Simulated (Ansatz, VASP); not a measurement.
# SrC2: VASP beside Ansatz

```
Sr C
1.0
     2.71871    1.56965    2.21440
    -2.71871    1.56965    2.21440
     0.00000   -3.13930    2.21440
Sr C
1 2
Direct
  0.00000 0.00000 0.00000
  0.59156 0.59156 0.59156
  0.40844 0.40844 0.40844
```

Change from the starting cell: strain +0.080 along x and y, -0.040 along z, atoms carried along.

Alike in both runs: task single point; functional LDA; k mesh 9 × 9 × 9; occupations gaussian, width 0.05 eV; no spin polarisation.

|  | VASP | Ansatz |
| --- | --- | --- |
| version | VASP 6.6.1 | Ansatz 0.2.0 |
| potentials or method | VASP PAW LDA potentials, release 64 (Sr_sv, C), cutoff 520 eV | scalar-relativistic, plane waves, PAW |
| valence electrons in the cell | 18 | 18 |

|  | VASP | Ansatz | Ansatz less VASP |
| --- | --- | --- | --- |
| gap on the k mesh at the Fermi level (eV) | 1.95 | 1.99 | +0.037 |
| least direct gap on the mesh (eV) | 2.89 | 2.90 | +0.014 |
| pressure (GPa) | -1.9 | -2.2 | -0.31 |
| traceless stress, the component that is largest in VASP (GPa) | 12.49 | 12.01 | -0.472 |
| rms of the force components (eV/Å) | 1.778 | 1.728 | -0.0503 |

LDA's correlation is that of Perdew and Zunger in VASP and of Perdew and Wang (1992) in Ansatz. Atom by atom the forces differ by 0.050 eV/Å (rms over components).
